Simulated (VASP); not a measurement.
A run of VASP 6.6.1 is set up as follows.

File INCAR:

```
SYSTEM = Hg
  PREC = Accurate
  ENCUT = 520
  EDIFF = 1E-6
  ISMEAR = -1
  SIGMA = 0.1
  LREAL = .FALSE.
  LASPH = .TRUE.
  NELM = 80
  ALGO = Normal
  ISIF = 2
  LWAVE = .FALSE.
  LCHARG = .FALSE.
  GGA = PE
  NBANDS = 19
```

KPOINTS

```
regular mesh
0
G
  14 14 14
  0 0 0
```

File POSCAR:

```
Hg
1.0
   -2.2339560455      2.2339560455      1.1605953146
    2.2339560455     -2.2339560455      1.1605953146
    2.2339560455      2.2339560455     -1.1605953146
Hg
2
Direct
   -0.3750000000     -0.1250000000     -0.2500000000
    0.3750000000      0.1250000000      0.2500000000
```

Potentials or basis: VASP PAW PBE potentials, release 64 (Hg).

Command:

```bash
$ cat potpaw_PBE.64/Hg/POTCAR > POTCAR
$ mpirun -np 1 vasp_std > vasp.out
```

Q: Estimate the band gap on the k mesh.

A: Zero (bands 12 and 13 overlap by 6.82 eV).

Q: Predict the pressure.

A: 374.1 GPa.

Stress tensor (GPa, compression positive):
```
373.71   0.00   0.00
  0.00 373.71   0.00
  0.00   0.00 374.77
```

Caveat: the cell stands under pressure; spin-orbit coupling is left out, which moves the levels of the heavy elements.
